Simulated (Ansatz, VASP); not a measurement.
One calculation of B4Ru, two programs

INCAR

```
  PREC = Accurate
  ENCUT = 500
  EDIFF = 1E-6
  ISMEAR = -5
  SIGMA = 0.1
  LREAL = F
  LASPH = T
  NELM = 120
  ALGO = Normal
  ISIF = 2
  LWAVE = F
  LCHARG = F
  GGA = PE
  NBANDS = 21
  GGA_COMPAT = F
```

Contents of KPOINTS:

```
regular mesh
0
Gamma
  12 12 12
```

Contents of POSCAR:

```
B4Ru
1.0
    3.4619277694      0.0000000000      0.0000000000
    0.0000000000      3.4619277694      0.0000000000
    0.0000000000      0.0000000000      3.4619277694
B Ru
4 1
Direct
    0.0000000000      0.0000000000      0.0000000000
    0.5000000000      0.0000000000      0.0000000000
    0.0000000000      0.5000000000      0.0000000000
    0.0000000000      0.0000000000      0.5000000000
    0.5000000000      0.5000000000      0.5000000000
```

Input for Ansatz:

```yaml
crystal:
  lattice:
    - [3.4619277694, 0.0, 0.0]
    - [0.0, 3.4619277694, 0.0]
    - [0.0, 0.0, 3.4619277694]
  atoms:
    - { symbol: B, position: [0.0, 0.0, 0.0] }
    - { symbol: B, position: [0.5, 0.0, 0.0] }
    - { symbol: B, position: [0.0, 0.5, 0.0] }
    - { symbol: B, position: [0.0, 0.0, 0.5] }
    - { symbol: Ru, position: [0.5, 0.5, 0.5] }
basis:
  ecutwfc: 420
kpoints:
  mp_grid: { grid: [12, 12, 12] }
hamiltonian:
  xc: pbe
scf:
  occupations: { method: tetrahedron }
  mixing: { algorithm: anderson, beta: 0.1 }
output:
  forces: true
  eigenvalues: true
  stress: true
```

Alike in both runs: task single point; functional PBE; k mesh 12 × 12 × 12; occupations tetrahedron; no spin polarisation.

|  | VASP | Ansatz |
| --- | --- | --- |
| version | VASP 6.6.1 | Ansatz 0.2.0 |
| potentials or method | VASP PAW PBE potentials, release 64 (B, Ru_pv), cutoff 500 eV | scalar-relativistic, plane waves, PAW |
| valence electrons in the cell | 26 | 28 |

```csv
,VASP,Ansatz,Ansatz less VASP
gap on the k mesh at the Fermi level (eV),none,none,-
pressure (GPa),-0.1,-0.2,-0.03
```

A gap of «none» marks a metal or a gap that the smearing closes. VASP's potentials hold 26 valence electrons a cell and Ansatz's 28, so a difference there can come from the potentials and not from the codes. Ansatz's warnings: band table not solved further, tetrahedron derivatives may miss energy slope.
